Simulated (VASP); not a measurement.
Set up this calculation in VASP 6.6.1, as the native input.

```yaml
Task: relaxation of cell and atoms
Functional: LDA
Potentials_or_basis: VASP PAW LDA potentials, release 64 (Si, C)
Cutoff: 600 eV
k_mesh: 12 × 12 × 2
Occupations: gaussian, width 0.02 eV
Spin: no spin polarisation
Dipole_correction: no
Further_INCAR_settings: ALGO = Normal; EDIFF = 1e-07; IBRION = 2; EDIFFG = -0.005; NSW = 70; ISIF = 3
```

The structure of SiC lies in POSCAR:

```
SiC
1.0
    1.5474176122     -2.6802318485      0.0000000000
    1.5474176122      2.6802318485      0.0000000000
    0.0000000000      0.0000000000     15.1864630333
Si C
6 6
Direct
    0.1666626012      0.8333373988      0.8577086565
    0.8333373988      0.1666626012      0.3577086565
    0.5000001085      0.4999998915      0.5244818337
    0.4999998915      0.5000001085      0.0244818337
    0.8333309414      0.1666690586      0.6912147305
    0.1666690586      0.8333309414      0.1912147305
    0.5000013168      0.4999986832      0.6498371864
    0.4999986832      0.5000013168      0.1498371864
    0.1666670427      0.8333329573      0.9826927787
    0.8333329573      0.1666670427      0.4826927787
    0.8333306240      0.1666693760      0.8162048141
    0.1666693760      0.8333306240      0.3162048141
```

These files were run (other wordings do the same):

INCAR

```
ALGO     = Normal         # electronic algorithm
EDIFF    = 1E-7           # SCF threshold, eV
EDIFFG   = -0.005         # ionic threshold
ENCUT    = 600            # plane-wave cutoff, eV
IBRION   = 2              # ionic algorithm
ISIF     = 3              # what is computed and relaxed
ISMEAR   = 0              # smearing method
LASPH    = True           # aspherical terms in the spheres
LCHARG   = False          # write CHGCAR
LREAL    = False          # projectors in reciprocal space
LWAVE    = False          # write WAVECAR
NELM     = 100            # most SCF steps
NSW      = 70             # ionic steps
PREC     = Accurate       # precision mode
SIGMA    = 0.02           # smearing width, eV
```

KPOINTS

```
k-points
0
Gamma
  12 12 2
```

Potentials or basis: VASP PAW LDA potentials, release 64 (Si, C).

The run is started by

```bash
$ cat potpaw_LDA.64/Si/POTCAR potpaw_LDA.64/C/POTCAR > POTCAR
$ mpirun -np 1 vasp_std > vasp.out
```

Results of the run:

The relaxed volume is 10.15 Å³/atom, the relaxed cell is a = 3.060 Å, b = 3.060 Å, c = 15.016 Å, α = 90.00°, β = 90.00°, γ = 120.00° and the space group after relaxing (to 0.1 Å) is P6_3mc (No. 186). The energy gained by relaxing is 8.1 meV/atom and the ionic steps are 6. The pressure after relaxing is 0.0 GPa and the band gap on the k mesh is 1.97 eV (least direct gap 3.07 eV).

Wall time 40 min on 1 thread of Oxide Virtual Turin-like Processor, on a shared host, peak memory 0.41 GiB.
